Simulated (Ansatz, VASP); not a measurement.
**Rb: VASP beside Ansatz**

```xyz
1
Lattice="4.7806 0.0000 0.0000 0.0000 4.7806 0.0000 0.0000 0.0000 4.7806" Properties=species:S:1:pos:R:3 pbc="T T T"
Rb    0.0000    0.0000    0.0000
```

Alike in both runs: functional RPBE; k mesh 7 × 7 × 7; occupations fermi-dirac, width 0.1 eV; no spin polarisation.

Ansatz relaxed the structure, and its values are those at the end. VASP's run is a single point on that final structure, the one shown.

```csv
,VASP,Ansatz
version,VASP 6.6.1,Ansatz 0.2.0
potentials or method,"VASP PAW PBE potentials, release 64 (Rb_sv), cutoff 520 eV","plane waves (420 eV) with PAW, scalar-relativistic"
valence electrons in the cell,9,9
```

|  | VASP | Ansatz | Ansatz less VASP |
| --- | --- | --- | --- |
| pressure (GPa) | 0.0 | 0.0 | 0.00 |

VASP's potentials were made for PBE, not for RPBE. With one functional, cell and mesh, what is left measures potentials, basis and numerics.
